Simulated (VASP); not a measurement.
A run of VASP 6.6.1:

The input INCAR:

```
SYSTEM = Ag
PREC = Accurate
ENCUT = 520
EDIFF = 1E-6
ISMEAR = -1
SIGMA = 0.1
LREAL = .FALSE.
LASPH = .TRUE.
NELM = 100
ALGO = Normal
ISIF = 2
LWAVE = .FALSE.
LCHARG = .FALSE.
GGA = CA
NBANDS = 18
```

The input KPOINTS:

```
Automatic mesh
0
G
  18 18 10
  0 0 0
```

Contents of POSCAR:

```
Ag
1.0
    2.7707276435      0.0000000000      0.0000000000
   -1.3853638217      2.3995205262      0.0000000000
    0.0000000000      0.0000000000      4.5398190815
Ag
2
Direct
    0.3333333333      0.6666666667      0.2500000000
    0.6666666667      0.3333333333      0.7500000000
```

Potentials or basis: VASP PAW LDA potentials, release 64 (Ag).

Launch:

```sh
$ cat potpaw_LDA.64/Ag/POTCAR > POTCAR
$ mpirun -np 1 vasp_std > vasp.out
```

Hardware: 1 thread of AMD EPYC 9R45 96-Core Processor (Zen 5), with other jobs on the host.

**Question.** How long does it take, and how much memory?

**Answer.** It took 49 s on 1 thread of AMD EPYC 9R45 96-Core Processor (Zen 5) (shared host), peak memory 0.18 GiB. Counts: scf iterations 10, k points 222.
